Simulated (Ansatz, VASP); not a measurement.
## One calculation of InAs, two programs

```
CELL_PARAMETERS angstrom
0.00000 2.93374 2.93374
2.93374 0.00000 2.93374
2.93374 2.93374 0.00000
ATOMIC_POSITIONS crystal
In 0.50000 0.50000 0.50000
As 0.00000 0.00000 0.00000
```

Alike in both runs: task single point; functional PBE0; k mesh 4 × 4 × 4; occupations fermi-dirac, width 0.05 eV; no spin polarisation.

```csv
,VASP,Ansatz
version,VASP 6.6.1,Ansatz 0.2.0
potentials or method,"VASP PAW PBE potentials, release 64 (In_d, As)",Ansatz PAW
plane-wave cutoff (eV),520,420
valence electrons in the cell,18,28
```

VASP gave:

* gap on the k mesh at the Fermi level (eV): none
* pressure (GPa): -5.6

Problem. Which values does Ansatz return?

Solution. gap on the k mesh at the Fermi level (eV): none; pressure (GPa): -5.3.

A gap of «none» marks a metal or a gap that the smearing closes. VASP's potentials hold 18 valence electrons a cell and Ansatz's 28, so a difference there can come from the potentials and not from the codes.

The k mesh is coarse, so the values compare programs but aren't converged.
